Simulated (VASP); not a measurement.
## GaB2: single point with PBE

The system is GaB2.

```
CELL_PARAMETERS angstrom
3.91340 0.00000 0.00000
0.00000 4.77627 0.00000
0.00000 0.00000 2.98167
ATOMIC_POSITIONS crystal
Ga 0.00000 0.00000 0.00000
Ga 0.50000 0.50000 0.50000
B 0.20040 0.37870 0.00000
B 0.79960 0.62130 0.00000
B 0.70040 0.12130 0.50000
B 0.29960 0.87870 0.50000
```

* Program: VASP 6.6.1
* Task: single point
* Functional: PBE
* Potentials or basis: VASP PAW PBE potentials, release 64 (Ga_d, B)
* Cutoff: 500 eV
* k mesh: 6 × 4 × 6
* Occupations: gaussian, width 0.1 eV
* Spin: no spin polarisation

```json
{
 "Pressure": "45.3 GPa",
 "Largest force": "3.091 eV/Å",
 "Band gap on the k mesh": "zero (bands 19 and 20 overlap by 5.27 eV)"
}
```

Forces on the atoms (eV/Å):
```
Ga   0.000  0.000  0.000
Ga   0.000  0.000  0.000
B   -2.652  1.588  0.000
B    2.652 -1.588  0.000
B   -2.652 -1.588  0.000
B    2.652  1.588  0.000
```

Stress tensor (GPa, compression positive):
```
23.44  0.00  0.00
 0.00 50.53  0.00
 0.00  0.00 61.93
```

Levels at points of the mesh, in eV from the Fermi level:
```tsv
k point	band 16	band 17	band 18	band 19	band 20	band 21	band 22	band 23
(0.00, 0.00, 0.00)	-1.71	-1.27	-0.73	-0.65	0.53	2.56	3.95	4.49
(0.50, 0.00, 0.00)	-5.87	0.67	0.67	1.93	1.93	3.85	3.85	3.98
(0.00, 0.50, 0.00)	-4.07	-1.56	-1.56	-0.23	-0.23	3.00	3.00	5.44
(0.50, 0.50, 0.00)	-0.80	1.23	1.23	1.44	1.44	1.99	1.99	2.51
(0.00, 0.00, 0.50)	-4.53	-2.58	-2.58	-1.94	-1.94	1.82	1.82	2.83
(0.50, 0.00, 0.50)	-3.58	-3.11	-3.11	-2.99	-2.99	-0.70	-0.70	5.17
(0.00, 0.50, 0.50)	-2.89	-1.58	-1.58	0.09	0.09	0.12	0.12	2.31
(0.50, 0.50, 0.50)	-6.90	-5.43	-5.43	0.90	0.90	2.90	2.90	3.97
```

Run time: 27 s on 1 thread of Intel(R) Xeon(R) 6975P-C (Granite Rapids), with other jobs on the host, peak memory 0.2 GiB.

Caveat: the cell stands under pressure; forces of over 1 eV/Å act on the atoms, so gaps and moduli don't describe the material at rest.
